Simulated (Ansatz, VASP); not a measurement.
One calculation of H, two programs

INCAR

```
SYSTEM = H
  ALGO = Normal
  EDIFF = 1E-7
  ENCUT = 520
  GGA = PE
  ISIF = 2
  ISMEAR = 0
  LASPH = .TRUE.
  LCHARG = .FALSE.
  LREAL = .FALSE.
  LWAVE = .FALSE.
  NBANDS = 10
  NELM = 80
  PREC = Accurate
  SIGMA = 0.02
```

KPOINTS

```
k-points
0
G
  8 8 4
  0 0 0
```

The input POSCAR:

```
H
1.0
    1.6232598666     -2.5854063253      0.0000000000
    1.6232598666      2.5854063253      0.0000000000
    0.0000000000      0.0000000000      6.1132433286
H
4
Direct
    0.5599635806      0.4400364194      0.9990801686
    0.4400364194      0.5599635806     -0.0317096117
    0.4400364194      0.5599635806      0.5317096117
    0.5599635806      0.4400364194      0.5009198314
```

Input for Ansatz:

```yaml
crystal:
  lattice:
    - [1.6232598666, -2.5854063253, 0.0]
    - [1.6232598666, 2.5854063253, 0.0]
    - [0.0, 0.0, 6.1132433286]
  atoms:
    - { symbol: H, position: [0.5599635806, 0.4400364194, 0.9990801686] }
    - { symbol: H, position: [0.4400364194, 0.5599635806, -0.0317096117] }
    - { symbol: H, position: [0.4400364194, 0.5599635806, 0.5317096117] }
    - { symbol: H, position: [0.5599635806, 0.4400364194, 0.5009198314] }
basis:
  ecutwfc: 420
kpoints:
  mp_grid: { grid: [8, 8, 4] }
hamiltonian:
  xc: pbe
scf:
  occupations: { method: gaussian, width: 0.02 }
output:
  forces: true
  stress: true
  eigenvalues: true
```

Alike in both runs: task single point; functional PBE; k mesh 8 × 8 × 4; occupations gaussian, width 0.02 eV; no spin polarisation.

|  | VASP | Ansatz |
| --- | --- | --- |
| version | VASP 6.6.1 | Ansatz 0.2.0 |
| potentials or method | VASP PAW PBE potentials, release 64 (H), cutoff 520 eV | scalar-relativistic, plane waves, PAW |
| valence electrons in the cell | 4 | 4 |

Ansatz gave:

```
gap on the k mesh at the Fermi level (eV)                     : 9.46
least direct gap on the mesh (eV)                             : 9.46
pressure (GPa)                                                : 7.0
traceless stress, the component that is largest in VASP (GPa) : 11.65
rms of the force components (eV/Å)                            : 2.854
```

Task: What did VASP give for the same quantities?

Result: gap on the k mesh at the Fermi level (eV): 9.46; least direct gap on the mesh (eV): 9.46; pressure (GPa): 6.9; traceless stress, the component that is largest in VASP (GPa): 11.72; rms of the force components (eV/Å): 2.876.

Atom by atom the forces differ by 0.022 eV/Å (rms over components). The functional is the same, so the differences come from potentials, cutoffs and numerics.
